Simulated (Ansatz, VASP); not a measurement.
Two plane-wave programs on SiC

Contents of INCAR:

```
  PREC = Accurate
  ENCUT = 600
  EDIFF = 1E-6
  ISMEAR = 0
  SIGMA = 0.05
  LREAL = F
  LASPH = T
  NELM = 120
  ALGO = Normal
  ISIF = 2
  LWAVE = F
  LCHARG = T
  GGA = PS
  LELF = T
  LVHAR = T
  NBANDS = 11
  GGA_COMPAT = F
```

The input KPOINTS:

```
Automatic mesh
0
Gamma
  10 10 10
```

Contents of POSCAR:

```
SiC
1.0
    0.0000000000      2.1239347058      2.1239347058
    2.1239347058      0.0000000000      2.1239347058
    2.1239347058      2.1239347058      0.0000000000
Si C
1 1
Direct
    0.0047117196     -0.0047117196      0.0047117196
    0.7389827122      0.7610172878      0.7389827122
```

Input for Ansatz:

```yaml
crystal:
  lattice:
    - [0.0, 2.1239347058, 2.1239347058]
    - [2.1239347058, 0.0, 2.1239347058]
    - [2.1239347058, 2.1239347058, 0.0]
  atoms:
    - { symbol: Si, position: [0.0047117196, -0.0047117196, 0.0047117196] }
    - { symbol: C, position: [0.7389827122, 0.7610172878, 0.7389827122] }
basis:
  ecutwfc: 520.0
kpoints:
  mp_grid: { grid: [10, 10, 10] }
hamiltonian:
  xc: pbesol
  pseudopotentials: { kind: paw, azcp: { folder: soft_1 } }
scf:
  occupations: { method: gaussian, width: 0.05 }
output:
  forces: true
  stress: true
  eigenvalues: true
```

Change from the starting cell: mode 6 frozen in at -0.048 Å, equal normal strain along x, y and z -0.0250.

Alike in both runs: task single point; functional PBEsol; k mesh 10 × 10 × 10; occupations gaussian, width 0.05 eV; no spin polarisation.

```csv
,VASP,Ansatz
version,VASP 6.6.1,Ansatz 0.2.0
potentials or method,"VASP PAW PBE potentials, release 64 (Si, C), cutoff 600 eV","scalar-relativistic, plane waves, PAW"
valence electrons in the cell,8,8
```

```tsv
	VASP	Ansatz	Ansatz less VASP
gap on the k mesh at the Fermi level (eV)	0.84	0.85	+0.010
least direct gap on the mesh (eV)	4.36	4.37	+0.016
pressure (GPa)	20.4	20.2	-0.24
traceless stress, the component that is largest in VASP (GPa)	-7.29	-7.25	+0.041
rms of the force components (eV/Å)	0.874	0.872	-0.0017
```

VASP's potentials were made for PBE, not for PBEsol, and Ansatz warns of the same on its side. Atom by atom the forces differ by 0.002 eV/Å (rms over components).
